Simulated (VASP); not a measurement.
# Mg (Im-3m) in VASP: further runs, part 2 of 2

VASP 6.6.1. Earlier steps stand in the parts before.

### Step 4. Relaxation of cell and atoms, PBE, target pressure 5.7 GPa, at which the enthalpy is minimised

The input, INCAR:

```
SYSTEM = Mg
ALGO     = Normal         ! electronic algorithm
EDIFF    = 1E-7           ! SCF threshold, eV
EDIFFG   = -0.005         ! ionic threshold
ENCUT    = 600            ! plane-wave cutoff, eV
GGA      = PE             ! functional
IBRION   = 2              ! ionic algorithm
ISIF     = 3              ! what is computed and relaxed
ISMEAR   = -1             ! smearing method
LASPH    = .TRUE.         ! aspherical terms in the spheres
LCHARG   = .FALSE.        ! write CHGCAR
LREAL    = .FALSE.        ! projectors in reciprocal space
LWAVE    = .FALSE.        ! write WAVECAR
NELM     = 60             ! most SCF steps
NSW      = 32             ! ionic steps
PREC     = Accurate       ! precision mode
PSTRESS  = 57.0         
SIGMA    = 0.08           ! smearing width, eV
```

The input, KPOINTS:

```
k-points
0
G
  16 16 16
  0 0 0
```

The input, POSCAR:

```
Mg
1.0
   -1.7162116785      1.7162116785      1.7162116785
    1.7162116785     -1.7162116785      1.7162116785
    1.7162116785      1.7162116785     -1.7162116785
Mg
1
Direct
    0.0000000000      0.0000000000      0.0000000000
```

Potentials or basis: VASP PAW PBE potentials, release 64 (Mg).

The run is started by

```sh
$ cat potpaw_PBE.64/Mg/POTCAR > POTCAR
$ mpirun -np 1 vasp_std > vasp.out
```

OUTCAR:

```text
SYSTEM = Mg
   EDIFF = 1E-7
   EDIFFG = -0.005
   ENCUT = 600
   GGA = PE
   IBRION = 2
   ISIF = 3
   ISMEAR = -1
   LASPH = .TRUE.
   LREAL = .FALSE.
   NELM = 60
   NSW = 32
   PREC = Accurate
   PSTRESS = 57.0

 ion  position               nearest neighbor table
   1  0.000  0.000  0.000-

  LATTYP: Found a body centered cubic cell.
 ALAT       =     3.4324233570

  Lattice vectors:

 A1 = (  -1.7162116785,   1.7162116785,   1.7162116785)
 A2 = (   1.7162116785,  -1.7162116785,   1.7162116785)
 A3 = (   1.7162116785,   1.7162116785,  -1.7162116785)

Analysis of symmetry for initial positions (statically):
=====================================================================
 Subroutine PRICEL returns:
 Original cell was already a primitive cell.

 Routine SETGRP: Setting up the symmetry group for a
 body centered cubic supercell.

 Subroutine GETGRP returns: Found 48 space group operations
 (whereof 48 operations were pure point group operations)
 out of a pool of 48 trial point group operations.

The static configuration has the point symmetry O_h .

Analysis of symmetry for dynamics (positions and initial velocities):
=====================================================================
 Subroutine PRICEL returns:
 Original cell was already a primitive cell.

 Routine SETGRP: Setting up the symmetry group for a
 body centered cubic supercell.

 Subroutine GETGRP returns: Found 48 space group operations
 (whereof 48 operations were pure point group operations)
 out of a pool of 48 trial point group operations.

The dynamic configuration has the point symmetry O_h .

 Subroutine INISYM returns: Found 48 space group operations
[... 160 lines left out ...]
    -1.716211678  1.716211678  1.716211678     0.000000000  0.291339353  0.291339353
     1.716211678 -1.716211678  1.716211678     0.291339353  0.000000000  0.291339353
     1.716211678  1.716211678 -1.716211678     0.291339353  0.291339353  0.000000000

 POSITION                                       TOTAL-FORCE (eV/Angst)
 -----------------------------------------------------------------------------------
      0.00000      0.00000      0.00000        -0.000000     -0.000000      0.000000
 -----------------------------------------------------------------------------------
    total drift:                                0.000000     -0.000000     -0.000000

  FREE ENERGIE OF THE ION-ELECTRON SYSTEM (eV)
  ---------------------------------------------------
  free  energy   TOTEN  =        -1.4405474412 eV

  energy  without entropy=       -1.4316958111  energy(sigma->0) =       -1.43612163

  enthalpy is  TOTEN    =        -0.7212031134 eV   P V=        0.7193443278

--------------------------------------- Ionic step        2  -------------------------------------------

 number of electron       2.0000000 magnetization

 Free energy of the ion-electron system (eV)
  ---------------------------------------------------
  ext. energy  EPLUGINS =         0.00000000
  ---------------------------------------------------
  free energy    TOTEN  =        -1.43903229 eV

  energy without entropy =       -1.43019595  energy(sigma->0) =       -1.43461412

 E-fermi :   3.3770     XC(G=0):  -8.9031

 val. band max:        3.3293684976   @ k =   0.5000   0.5000   0.1875
 cond. band min:       3.3820196150   @ k =   0.3750   0.1250   0.0625
 fundamental gap:      0.0526511174
 Fermi energy:         3.3769983019

 k-point     1 :       0.0000    0.0000    0.0000
  band No.  band energies     occupation
      1      -4.1587      2.00000
      2      17.2781      0.00000
      3      17.2781      0.00000
      4      17.2781      0.00000
      5      19.4305      0.00000
[... 177 lines left out ...]
 k-point    24 :       0.2500    0.1875   -0.0000
  band No.  band energies     occupation
      1      -0.5281      2.00000
      2       6.8605      0.00000
      3       8.6877      0.00000
      4      13.1708      0.00000
      5      17.2519      0.00000

 [... further k-points ...]
[... 5 lines left out ...]
  --------------------------------------------------------------------------------------
  -------------------------------------------------------------------------------------
  Total        0.7181820      0.7181820      0.7181820     -0.0000000      0.0000000      0.0000000
  in kB       57.0292370     57.0292370     57.0292370     -0.0000000      0.0000000      0.0000000
  external PRESSURE =       0.0292370 kB  Pullay stress =      57.0000000 kB

 VOLUME and BASIS-vectors are now :
 -----------------------------------------------------------------------------
  energy-cutoff  :      600.00
  volume of cell :       20.18
      direct lattice vectors                 reciprocal lattice vectors
    -1.714993662  1.714993662  1.714993662     0.000000000  0.291546267  0.291546267
     1.714993662 -1.714993662  1.714993662     0.291546267  0.000000000  0.291546267
     1.714993662  1.714993662 -1.714993662     0.291546267  0.291546267  0.000000000

 POSITION                                       TOTAL-FORCE (eV/Angst)
 -----------------------------------------------------------------------------------
      1.71499      1.71499      1.71499        -0.000000      0.000000      0.000000
 -----------------------------------------------------------------------------------
    total drift:                                0.000000      0.000000     -0.000000

  FREE ENERGIE OF THE ION-ELECTRON SYSTEM (eV)
  ---------------------------------------------------
  free  energy   TOTEN  =        -1.4390322931 eV

  energy  without entropy=       -1.4301959508  energy(sigma->0) =       -1.43461412

  enthalpy is  TOTEN    =        -0.7212184612 eV   P V=        0.7178138319

 reached required accuracy - stopping structural energy minimisation
```

OSZICAR:

```text
N       E                     dE             d eps       ncg     rms          rms(c)
DAV:   1    -0.269166945318E+00   -0.26917E+00   -0.81051E+02  1560   0.303E+02
DAV:   2    -0.144393402971E+01   -0.11748E+01   -0.11059E+01  1785   0.182E+01
DAV:   3    -0.144998227387E+01   -0.60482E-02   -0.60417E-02  1965   0.162E+00
DAV:   4    -0.144999976159E+01   -0.17488E-04   -0.17487E-04  2075   0.652E-02
DAV:   5    -0.144999980857E+01   -0.46981E-07   -0.47034E-07  1945   0.242E-03    0.673E-01
DAV:   6    -0.144519563770E+01    0.48042E-02   -0.16043E-04  1800   0.146E-01    0.430E-01
DAV:   7    -0.144054593998E+01    0.46497E-02   -0.76310E-04  1585   0.251E-01    0.230E-02
DAV:   8    -0.144054780253E+01   -0.18626E-05   -0.59383E-06  2275   0.203E-02    0.522E-03
DAV:   9    -0.144054748099E+01    0.32154E-06   -0.69094E-07  1785   0.488E-03    0.476E-04
DAV:  10    -0.144054744119E+01    0.39797E-07   -0.26196E-09  1235   0.370E-04
   1 F= -.72120311E+00 E0= -.71677730E+00  d E =-.721203E+00
       N       E                     dE             d eps       ncg     rms          rms(c)
DAV:   1    -0.143903223361E+01    0.15152E-02   -0.78041E-05  1765   0.506E-02    0.283E-03
DAV:   2    -0.143903229312E+01   -0.59512E-07   -0.30292E-07  1715   0.467E-03
   2 F= -.72121846E+00 E0= -.71680029E+00  d E =-.153478E-04
```

Run time: 9 s. Hardware: 1 thread of Intel Xeon 6975P-C, shared host; peak memory 0.15 GiB.

What came out:

* Free energy: -1.4390 eV
* Relaxed volume: 20.18 Å³/atom
* Relaxed cell: a = 2.970 Å, b = 2.970 Å, c = 2.970 Å, α = 109.47°, β = 109.47°, γ = 109.47°
* Space group after relaxing (to 0.05 Å): Im-3m (No. 229)
* Energy change on relaxing (the enthalpy is what falls): +1.5 meV/atom
* Ionic steps: 2
* Pressure after relaxing: 5.7 GPa
* Band gap on the k mesh: zero (band 1 reaches 7.40 eV, above the bottom of band 2 at 2.47 eV)

Step by step:
| step | energy change (eV) | largest force (eV/Å) | pressure (GPa) | volume (Å³) |
| --- | --- | --- | --- | --- |
| 1 | 0.0000 | 0.0000 | 5.58 | 20.22 |
| 2 | 0.0015 | 0.0000 | 5.70 | 20.18 |

Final structure:
```xyz
1
Lattice="-1.7150 1.7150 1.7150 1.7150 -1.7150 1.7150 1.7150 1.7150 -1.7150" Properties=species:S:1:pos:R:3 pbc="T T T"
Mg    1.7150    1.7150    1.7150
```

Levels at points of the mesh, in eV from the Fermi level:
```csv
k point,band 1,band 2,band 3,band 4,band 5
"(0.00, 0.00, 0.00)",-7.54,13.90,13.90,13.90,16.05
"(0.50, 0.00, 0.00)",-1.69,-0.91,9.09,10.37,11.07
"(0.50, 0.50, 0.50)",4.02,4.02,4.25,4.25,4.25
```

Caveat: the cell is relaxed towards a set pressure, so the enthalpy falls and the energy may rise.
